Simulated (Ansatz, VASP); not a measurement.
**One calculation of MgO, two programs**

Contents of INCAR:

```
SYSTEM = MgO
ALGO = Normal
EDIFF = 1E-6
ENCUT = 520
GGA = PS
ISIF = 2
ISMEAR = 0
LASPH = .True.
LCHARG = .False.
LREAL = .False.
LWAVE = .False.
NBANDS = 11
NELM = 100
PREC = Accurate
SIGMA = 0.05
```

Contents of KPOINTS:

```
k-points
0
Gamma
  10 10 10
  0 0 0
```

Contents of POSCAR:

```
MgO
1.0
    0.0000000000      2.0017504345      2.0544280775
    2.0017504345      0.0000000000      2.0544280775
    2.0017504345      2.0017504345      0.0000000000
Mg O
1 1
Direct
    0.0000000000      0.0000000000      0.0000000000
    0.5000000000      0.5000000000      0.5000000000
```

Input for Ansatz:

```yaml
crystal:
  lattice:
    - [0.0, 2.0017504345, 2.0544280775]
    - [2.0017504345, 0.0, 2.0544280775]
    - [2.0017504345, 2.0017504345, 0.0]
  atoms:
    - { symbol: Mg, position: [0.0, 0.0, 0.0] }
    - { symbol: O, position: [0.5, 0.5, 0.5] }
basis:
  ecutwfc: 420
kpoints:
  mp_grid: { grid: [10, 10, 10] }
hamiltonian:
  xc: pbesol
scf:
  occupations: { method: gaussian, width: 0.05 }
output:
  forces: true
  stress: true
  eigenvalues: true
  write_density: true
  write_potential: true
  elf: true
  volumetric_format: npy
```

Change from the starting cell: strain -0.050 along x and y, -0.025 along z, atoms carried along.

Alike in both runs: task single point; functional PBEsol; k mesh 10 × 10 × 10; occupations gaussian, width 0.05 eV; no spin polarisation.

```csv
,VASP,Ansatz
version,VASP 6.6.1,Ansatz 0.2.0
potentials or method,"VASP PAW PBE potentials, release 64 (Mg, O), cutoff 520 eV","scalar-relativistic, plane waves, PAW"
valence electrons in the cell,8,16
```

|  | VASP | Ansatz | Ansatz less VASP |
| --- | --- | --- | --- |
| gap on the k mesh at the Fermi level (eV) | 5.92 | 5.91 | -0.007 |
| least direct gap on the mesh (eV) | 5.92 | 5.91 | -0.007 |
| pressure (GPa) | 26.4 | 26.5 | +0.17 |
| traceless stress, the component that is largest in VASP (GPa) | -6.62 | -6.54 | +0.083 |

VASP's potentials were made for PBE, not for PBEsol. VASP's potentials hold 8 valence electrons a cell and Ansatz's 16, so a difference there can come from the potentials and not from the codes.
